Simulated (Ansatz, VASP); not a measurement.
Two plane-wave programs on Mo

Contents of POSCAR:

```
Mo
1.0
    2.7515441870      0.0000000000      0.0000000000
   -1.3757720935      2.3829071656      0.0000000000
    0.0000000000      0.0000000000      9.7223746847
Mo
4
Direct
    1.0000000000      1.0000000000      1.0000000000
    1.0000000000      0.0000000000      0.5000000000
    0.3333333333      0.6666666667      0.2500000000
    0.6666666667      0.3333333333      0.7500000000
```

Contents of INCAR.step1:

```
SYSTEM = Mo
ALGO     = Normal         ! electronic algorithm
EDIFF    = 1E-4           ! SCF threshold, eV
ENCUT    = 520            ! plane-wave cutoff, eV
GGA      = PE             ! functional
ISMEAR   = -1             ! smearing method
LASPH    = .TRUE.         ! aspherical terms in the spheres
LCHARG   = .FALSE.        ! write CHGCAR
LREAL    = .FALSE.        ! projectors in reciprocal space
LWAVE    = .TRUE.         ! write WAVECAR
NBANDS   = 36             ! bands
NELM     = 60             ! most SCF steps
PREC     = Accurate       ! precision mode
SIGMA    = 0.1            ! smearing width, eV
```

Contents of INCAR.step2:

```
SYSTEM = Mo
ALGO     = Normal         ! electronic algorithm
EDIFF    = 1E-6           ! SCF threshold, eV
ENCUT    = 520            ! plane-wave cutoff, eV
ISIF     = 2              ! what is computed and relaxed
ISMEAR   = -1             ! smearing method
ISTART   = 1            
LASPH    = .TRUE.         ! aspherical terms in the spheres
LCHARG   = .FALSE.        ! write CHGCAR
LMIXTAU  = .TRUE.       
LREAL    = .FALSE.        ! projectors in reciprocal space
LWAVE    = .FALSE.        ! write WAVECAR
METAGGA  = R2SCAN         ! meta-GGA
NBANDS   = 36             ! bands
NELM     = 60             ! most SCF steps
PREC     = Accurate       ! precision mode
SIGMA    = 0.1            ! smearing width, eV
```

KPOINTS

```
k-points
0
G
  15 15 4
  0 0 0
```

Input for Ansatz:

```yaml
crystal:
  lattice:
    - [2.751544187, 0.0, 0.0]
    - [-1.3757720935, 2.3829071656, 0.0]
    - [0.0, 0.0, 9.7223746847]
  atoms:
    - { symbol: Mo, position: [1.0, 1.0, 1.0] }
    - { symbol: Mo, position: [1.0, 0.0, 0.5] }
    - { symbol: Mo, position: [0.3333333333, 0.6666666667, 0.25] }
    - { symbol: Mo, position: [0.6666666667, 0.3333333333, 0.75] }
hamiltonian:
  xc: r2scan
  pseudopotentials:
    kind: paw
    azcp:
      Mo: "pseudopotentials/Mo.paw.azcp"
basis:
  ecutwfc: 500
  fft_grid_basis: typed
kpoints:
  mp_grid: { grid: [15, 15, 4], shift: [0, 0, 0] }
magnetization:
  spin_polarized: false
scf:
  occupations: { method: fermi_dirac, width: 0.1 }
  lower_state_search: "off"
output:
  stress: true
```

Alike in both runs: task single point; functional r2SCAN; k mesh 15 × 15 × 4; occupations fermi-dirac, width 0.1 eV; no spin polarisation.

```csv
,VASP,Ansatz
version,VASP 6.6.1,Ansatz 0.2.0
potentials or method,"VASP PAW PBE potentials, release 64 (Mo_sv), cutoff 520 eV","plane waves (500 eV) with PAW, scalar-relativistic"
valence electrons in the cell,56,56
```

```tsv
	VASP	Ansatz	Ansatz less VASP
pressure (GPa)	1.0	0.0	-1.00
traceless stress, the component that is largest in VASP (GPa)	-0.37	-0.24	+0.138
```

VASP's potentials were made for PBE, not for r2SCAN.
